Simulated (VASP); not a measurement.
Nb3Cd: single point with PBE

Crystal: Nb3Cd.

```xyz
8
Lattice="5.9926 0.0000 0.0000 -2.9963 5.1897 0.0000 0.0000 0.0000 4.8309" Properties=species:S:1:pos:R:3 pbc="T T T"
Nb    2.9963    3.5260    1.2077
Nb   -1.5554    4.3578    3.6232
Nb    1.4408    0.8319    1.2077
Nb    0.0000    1.6637    3.6232
Nb    4.5517    0.8319    1.2077
Nb    1.5554    4.3578    3.6232
Cd    0.0000    3.4598    1.2077
Cd    2.9963    1.7299    3.6232
```

```
Program                : VASP 6.6.1
Task                   : single point
Functional             : PBE
Potentials or basis    : VASP PAW PBE potentials, release 64 (Nb_sv, Cd)
Cutoff                 : 520 eV
k mesh                 : 6 × 6 × 8
Occupations            : gaussian, width 0.1 eV
Spin                   : no spin polarisation
Dipole correction      : no
Further INCAR settings : ALGO = Fast; EDIFF = 1e-06; NBANDS = 61
```

The pressure is 0.0 GPa. The largest force is 0.022 eV/Å and the band gap on the k mesh is zero (bands 51 and 52 overlap by 1.15 eV).

Forces on the atoms (eV/Å):
```
Nb   0.000  0.022  0.000
Nb  -0.019  0.011  0.000
Nb  -0.019 -0.011  0.000
Nb   0.000 -0.022  0.000
Nb   0.019 -0.011  0.000
Nb   0.019  0.011  0.000
Cd   0.000  0.000  0.000
Cd   0.000  0.000  0.000
```

Levels at points of the mesh, in eV from the Fermi level:
```
           k point  band 47  band 48  band 49  band 50  band 51  band 52  band 53  band 54  band 55  band 56
(0.00, 0.00, 0.00)    -1.14    -0.41    -0.41    -0.16     0.14     0.14     0.44     0.44     0.49     2.36
(0.50, 0.00, 0.00)    -1.16    -0.98    -0.60    -0.15     0.11     0.38     0.44     0.58     0.70     1.31
(0.00, 0.00, 0.50)    -1.21    -1.21     0.14     0.14     0.78     0.78     0.78     0.78     1.78     1.78
(0.50, 0.00, 0.50)    -1.13    -1.13    -0.65    -0.65    -0.15    -0.15    -0.09    -0.09     1.48     1.48
```

It took 8 min on 1 thread of Intel(R) Xeon(R) 6975P-C (Granite Rapids) (shared host), peak memory 0.43 GiB.
